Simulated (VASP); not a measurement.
Input of a VASP 6.6.1 run:

The input INCAR:

```
PREC = Accurate
ENCUT = 520
EDIFF = 1E-6
ISMEAR = 0
SIGMA = 0.05
LREAL = F
LASPH = T
NELM = 60
ALGO = Normal
ISIF = 2
LWAVE = F
LCHARG = F
NBANDS = 36
```

File KPOINTS:

```
regular mesh
0
Gamma
  4 4 4
```

The input POSCAR:

```
MgO
1.0
    5.5230736673      0.0000000000      0.0000000000
    0.0000000000      5.5230736673      0.0000000000
    0.0000000000      0.0000000000      5.5230736673
Mg O
6 6
Direct
    0.2500000000      0.0027340024      0.5000000000
    0.0000000000      0.4972659976      0.2500000000
    0.5000000000      0.7500000000      0.0000000000
    0.7500000000      0.0027340024      0.5000000000
    0.0000000000      0.4972659976      0.7500000000
    0.5000000000      0.2500000000      0.0000000000
    0.2500000000      0.5124575240      0.0000000000
    0.5000000000     -0.0124575240      0.2500000000
    0.0000000000      0.7500000000      0.5000000000
    0.7500000000      0.5124575240      0.0000000000
    0.5000000000     -0.0124575240      0.7500000000
    0.0000000000      0.2500000000      0.5000000000
```

Potentials or basis: VASP PAW LDA potentials, release 64 (Mg, O).

Run with:

```console
$ cat potpaw_LDA.64/Mg/POTCAR potpaw_LDA.64/O/POTCAR > POTCAR
$ mpirun -np 1 vasp_std > vasp.out
```

Problem. Estimate the largest force.

Solution. 1.010 eV/Å.

Problem. Predict the band gap on the k mesh.

Solution. 2.82 eV.

Stress tensor (GPa, compression positive):
```
-0.54  0.00  0.00
 0.00 -0.69  0.00
 0.00  0.00 -0.54
```

Caveat: the cell differs from its parent crystal (atoms displaced along a vibrational mode); forces of over 1 eV/Å act on the atoms, so gaps and moduli don't describe the material at rest.
